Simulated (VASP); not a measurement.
A run of VASP 6.6.1 is set up as follows.

File POSCAR:

```
Cr
1.0
   -1.4146560909      1.4146560909      1.4146560909
    1.4146560909     -1.4146560909      1.4146560909
    1.4146560909      1.4146560909     -1.4146560909
Cr
1
Direct
    0.0000000000      0.0000000000      0.0000000000
```

Contents of INCAR.step1:

```
PREC = Accurate
ENCUT = 550
ISMEAR = -1
SIGMA = 0.1
LREAL = F
LASPH = T
NELM = 120
NBANDS = 12
GGA = PE
ALGO = Normal
EDIFF = 1E-5
LWAVE = T
LCHARG = F
GGA_COMPAT = F
```

The input INCAR.step2:

```
PREC = Accurate
ENCUT = 550
EDIFF = 1E-6
ISMEAR = -1
SIGMA = 0.1
LREAL = F
LASPH = T
NELM = 120
ALGO = Normal
ISIF = 2
LWAVE = F
LCHARG = F
METAGGA = R2SCAN
LMIXTAU = T
NBANDS = 12
ISTART = 1
GGA_COMPAT = F
```

Contents of KPOINTS:

```
regular mesh
0
Gamma
  17 17 17
```

Potentials or basis: VASP PAW PBE potentials, release 64 (Cr_pv).

Launch:

```bash
$ cat potpaw_PBE.64/Cr_pv/POTCAR > POTCAR
$ cp INCAR.step1 INCAR
$ mpirun -np 1 vasp_std > vasp.out
$ cp INCAR.step2 INCAR
$ mpirun -np 1 vasp_std > vasp.out
```

Problem. What does it give for the band gap on the k mesh?

Solution. Zero (band 6 reaches 13.66 eV, above the bottom of band 7 at 10.22 eV).

Problem. Predict the pressure.

Solution. 0.5 GPa.

Caveat: the PAW data sets were made with another functional, which shifts forces and pressure a little; the run has no spin polarisation, though such a crystal can be magnetic. Spin polarisation is off, so any magnetic state and its effect on volume and gap are missing.
